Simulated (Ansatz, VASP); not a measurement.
**Two plane-wave programs on CuI**

INCAR

```
SYSTEM = CuI
ALGO = Normal
EDIFF = 1E-7
ENCUT = 520
GGA = PE
ISIF = 2
ISMEAR = -1
LASPH = .TRUE.
LCHARG = .TRUE.
LELF = .TRUE.
LREAL = .FALSE.
LVHAR = .TRUE.
LWAVE = .FALSE.
NBANDS = 16
NELM = 100
PREC = Accurate
SIGMA = 0.02
```

KPOINTS

```
k-points
0
G
  8 8 8
  0 0 0
```

Contents of POSCAR:

```
CuI
1.0
    0.0000000000      2.8915479147      3.1704198541
    2.8915479147      0.0000000000      3.1704198541
    2.8915479147      2.8915479147      0.0000000000
Cu I
1 1
Direct
    0.0000000000      0.0000000000      0.0000000000
    0.2500000000      0.2500000000      0.2500000000
```

Input for Ansatz:

```yaml
crystal:
  lattice:
    - [0.0, 2.8915479147, 3.1704198541]
    - [2.8915479147, 0.0, 3.1704198541]
    - [2.8915479147, 2.8915479147, 0.0]
  atoms:
    - { symbol: Cu, position: [0.0, 0.0, 0.0] }
    - { symbol: I, position: [0.25, 0.25, 0.25] }
kpoints:
  mp_grid: { grid: [8, 8, 8] }
  band_path:
    path:
      - [0.0, 0.0, 0.0]
      - [-0.5, -0.5, 0.0]
      - [-0.375, -0.375, 0.25]
      - [-0.375, 0.0, 0.375]
      - [0.0, 0.0, 0.5]
      - [-0.5, -0.25, 0.25]
    npoints: 1
hamiltonian:
  xc: pbe
scf:
  occupations: { method: fermi_dirac, width: 0.02 }
  n_extra_bands: 4
output:
  forces: true
  stress: true
  eigenvalues: true
  write_density: true
  write_potential: true
  elf: true
  volumetric_format: npy
```

Change from the starting cell: epitaxial_xy strain -4.0%.

Alike in both runs: task single point; functional PBE; k mesh 8 × 8 × 8; occupations fermi-dirac, width 0.02 eV; no spin polarisation.

|  | VASP | Ansatz |
| --- | --- | --- |
| version | VASP 6.6.1 | Ansatz 0.2.0 |
| potentials or method | VASP PAW PBE potentials, release 64 (Cu, I) | plane waves, PAW |
| plane-wave cutoff (eV) | 520 | 420 |
| valence electrons in the cell | 18 | 36 |

|  | VASP | Ansatz | Ansatz less VASP |
| --- | --- | --- | --- |
| gap on the k mesh at the Fermi level (eV) | 1.21 | 1.18 | -0.024 |
| pressure (GPa) | 2.6 | 2.5 | -0.05 |
| traceless stress, the component that is largest in VASP (GPa) | -1.20 | -1.21 | -0.011 |

VASP's potentials hold 18 valence electrons a cell and Ansatz's 36, so a difference there can come from the potentials and not from the codes.

Spin-orbit coupling is off throughout.
